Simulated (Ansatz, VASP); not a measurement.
**TiC in VASP and in Ansatz**

```xyz
2
Lattice="0.0000 2.1315 2.1640 2.1965 0.0000 2.1640 2.1965 2.1315 0.0000" Properties=species:S:1:pos:R:3 pbc="T T T"
Ti    0.0000    0.0000    0.0000
C     2.1965    2.1315    2.1640
```

Change from the starting cell: strain +0.0150 x Voigt [1, -1, 0, 0, 0, 0], atoms carried along.

Alike in both runs: task single point; functional PBE; k mesh 18 × 18 × 18; occupations gaussian, width 0.15 eV; no spin polarisation.

```csv
,VASP,Ansatz
version,VASP 6.6.1,Ansatz 0.2.0
potentials or method,"VASP PAW PBE potentials, release 64 (Ti_sv, C), cutoff 520 eV","scalar-relativistic, plane waves, PAW"
valence electrons in the cell,16,16
```

Ansatz gave:

```
gap on the k mesh at the Fermi level (eV)                     : none
pressure (GPa)                                                : 1.3
traceless stress, the component that is largest in VASP (GPa) : 6.11
```

Estimate VASP's values.

gap on the k mesh at the Fermi level (eV): none; pressure (GPa): 1.5; traceless stress, the component that is largest in VASP (GPa): 6.15.

A gap of «none» marks a metal or a gap that the smearing closes.
